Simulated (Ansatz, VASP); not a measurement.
One calculation of CuO, two programs

POSCAR

```
CuO
1.0
    2.3366000000     -1.7385000000      0.0000000000
    2.3366000000      1.7385000000      0.0000000000
   -0.7621600000      0.0000000000      5.0619400000
Cu O
2 2
Direct
    0.0000000000      0.5000000000      0.0000000000
    0.5000000000      0.0000000000      0.5000000000
    0.5483000000      0.4517000000      0.2500000000
    0.4517000000      0.5483000000      0.7500000000
```

INCAR.step1

```
SYSTEM = CuO
ALGO = Normal
EDIFF = 1E-4
ENCUT = 520
GGA = PE
ISMEAR = -1
ISPIN = 2
LASPH = .True.
LCHARG = .False.
LMAXMIX = 4
LREAL = .False.
LUSENCCL = .False.
LWAVE = .True.
MAGMOM = 1 -1 0 0
NBANDS = 29
NELM = 150
PREC = Accurate
SIGMA = 0.05
```

INCAR.step2

```
SYSTEM = CuO
ALGO = Normal
EDIFF = 1E-6
ENCUT = 520
ISIF = 2
ISMEAR = -1
ISPIN = 2
ISTART = 1
LASPH = .True.
LCHARG = .False.
LMAXMIX = 4
LMIXTAU = .True.
LORBIT = 11
LREAL = .False.
LUSENCCL = .False.
LWAVE = .False.
MAGMOM = 1 -1 0 0
METAGGA = R2SCAN
NBANDS = 29
NELM = 150
PREC = Accurate
SIGMA = 0.05
```

File KPOINTS:

```
k-points
0
Gamma
  7 7 4
  0 0 0
```

Input for Ansatz:

```yaml
crystal:
  lattice:
    - [2.3366, -1.7385, 0.0]
    - [2.3366, 1.7385, 0.0]
    - [-0.76216, 0.0, 5.06194]
  atoms:
    - { symbol: Cu, position: [0.0, 0.5, 0.0], spin: 1.0 }
    - { symbol: Cu, position: [0.5, 0.0, 0.5], spin: -1.0 }
    - { symbol: O, position: [0.5483, 0.4517, 0.25] }
    - { symbol: O, position: [0.4517, 0.5483, 0.75] }
magnetization:
  spin_polarized: true
hamiltonian:
  xc: r2scan
  pseudopotentials: { kind: paw }
basis:
  ecutwfc: 500
kpoints:
  mp_grid: { grid: [7, 7, 4] }
scf:
  occupations: { method: fermi_dirac, width: 0.05 }
  lower_state_search: "off"
output:
  forces: true
  stress: true
```

Alike in both runs: task single point; functional r2SCAN; k mesh 7 × 7 × 4; occupations fermi-dirac, width 0.05 eV; collinear spin.

|  | VASP | Ansatz |
| --- | --- | --- |
| version | VASP 6.6.1 | Ansatz 0.2.0 |
| potentials or method | VASP PAW PBE potentials, release 64 (Cu, O), cutoff 520 eV | PAW, plane waves, scalar-relativistic |
| valence electrons in the cell | 34 | 50 |

Ansatz gave:

| Quantity | Value |
| --- | --- |
| pressure (GPa) | 0.8 |
| traceless stress, the component that is largest in VASP (GPa) | 3.14 |
| rms of the force components (eV/Å) | 0.116 |
| net moment per atom (μB) | 0.00 |
| size of the moment on the site where the two differ most (μB) | 0.54 |

Q: Which values does VASP return?

A: Pressure (GPa): 1.2; traceless stress, the component that is largest in VASP (GPa): 2.76; rms of the force components (eV/Å): 0.078; net moment per atom (μB): 0.00; size of the moment on the site where the two differ most (μB): 0.00.

VASP's potentials were made for PBE, not for r2SCAN. Site moments also hang on the region over which each program counts them. Atom by atom the forces differ by 0.038 eV/Å (rms over components). VASP's potentials hold 34 valence electrons a cell and Ansatz's 50, so a difference there can come from the potentials and not from the codes. Ansatz's warnings: stability check not made.
